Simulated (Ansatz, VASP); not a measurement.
Given: the input of a run of VASP 6.6.1 on AlRu.

The input INCAR:

```
SYSTEM = AlRu
PREC = Accurate ; ENCUT = 600
EDIFF = 1E-7 ; ISMEAR = -1
SIGMA = 0.05 ; LREAL = .False.
LASPH = .True. ; NELM = 60
ALGO = Fast ; ISIF = 3
LWAVE = .False. ; LCHARG = .False.
GGA = RP ; IVDW = 13
IBRION = 2 ; NSW = 60
EDIFFG = -0.01
```

Contents of KPOINTS:

```
regular mesh
0
Gamma
  9 9 9
  0 0 0
```

Contents of POSCAR:

```
AlRu
1.0
    2.9916000000      0.0000000000      0.0000000000
    0.0000000000      2.9916000000      0.0000000000
    0.0000000000      0.0000000000      2.9916000000
Ru Al
1 1
Direct
    0.5000000000      0.5000000000      0.5000000000
    0.0000000000      0.0000000000      0.0000000000
```

Potentials or basis: VASP PAW PBE potentials, release 64 (Ru_pv, Al).

Launch:

```console
$ cat potpaw_PBE.64/Ru_pv/POTCAR potpaw_PBE.64/Al/POTCAR > POTCAR
$ mpirun -np 1 vasp_std > vasp.out
```

Q: Set up the same calculation for Ansatz 0.2.0. Potentials there: Ansatz PAW.

A: As run (the cutoff follows the program's own potentials):

File input.yaml:

```yaml
crystal:
  lattice:
    - [2.9916, 0.0, 0.0]
    - [0.0, 2.9916, 0.0]
    - [0.0, 0.0, 2.9916]
  atoms:
    - { symbol: Ru, position: [0.5, 0.5, 0.5] }
    - { symbol: Al, position: [0.0, 0.0, 0.0] }
hamiltonian:
  xc: rpbe
  pseudopotentials: { kind: paw }
  dispersion: d4
kpoints:
  mp_grid: { grid: [9, 9, 9] }
scf:
  occupations: { method: fermi_dirac, width: 0.05 }
output:
  forces: true
  stress: true
  eigenvalues: true
relax:
  f_tol: 0.01
  max_steps: 40
  cell: { stress_tol: 0.05 }
```

Potentials or basis: Ansatz PAW.

Command:

```bash
$ ansatz run input.yaml --threads 2 --pin off --max-ram 5632MiB --backend cpu --events-out ev --progress --plain --runs-dir out
```

Both were run:

|  | VASP | Ansatz | Ansatz less VASP |
| --- | --- | --- | --- |
| gap on the k mesh at the Fermi level, each at its own relaxed structure (eV) | none | none | - |
| relaxed volume (Å³/atom) | 13.11 | 13.12 | +0.015 |
| relaxed cell length with the largest relative difference (Å) | 2.971 | 2.972 | +0.0012 |

VASP's potentials were made for PBE, not for RPBE. A gap of «none» marks a metal or a gap that the smearing closes. VASP's potentials hold 17 valence electrons a cell and Ansatz's 19, so a difference there can come from the potentials and not from the codes.

Noted on Ansatz's run: the plane-wave basis is chosen anew once the cell has moved, so the energies of steps on either side of that aren't comparable.
